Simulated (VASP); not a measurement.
Runs of VASP 6.6.1 on TeOs. The structure is that of space group F-43m (No. 216), or close to it. The cells are those of the table. 

```tsv
level	cell	k mesh	gap on the mesh (eV)	pressure (GPa)	moment (μB)
r2SCAN	a = 4.088 Å, angles 60.0°, 2 atoms	10 × 10 × 10	none	5.8	0.00
r2SCAN	a = 4.144 Å, angles 60.0°, 2 atoms	10 × 10 × 10	none	(a)	0.00
PBE	a = 4.221 Å, angles 60.0°, 2 atoms	6 × 6 × 6	none	(b)	0.17
r2SCAN	a = 4.116 Å, angles 60.0°, 2 atoms	10 × 10 × 10	none	2.7	0.00
PBE	a = 4.177 Å, angles 60.0°, 2 atoms	6 × 6 × 6	none	0.1	0.16
PBE	a = 4.298 Å, angles 60.0°, 2 atoms	6 × 6 × 6	none	-8.0	0.18
```

Alike in all rows: task single point; potentials or basis VASP PAW PBE potentials, release 64 (Os, Te); spin collinear; cutoff (eV) 520; smearing gaussian 0.05 eV.

Question: Fill in the values left out.

Answer: (a) 0.0; (b) -3.4.

Caveats: spin-orbit coupling is left out, which moves the levels of the heavy elements; the PAW data sets were made with another functional, which shifts forces and pressure a little (at least some runs); a moment this small can come from the mesh or the smearing (at least some runs); the cell stands under tension (at least some runs); the cell stands under pressure (at least some runs).

A k mesh can miss the band edges, and the runs leave out spin-orbit coupling on Os, Te.

A gap of «none» marks levels without a gap at the run's occupations.
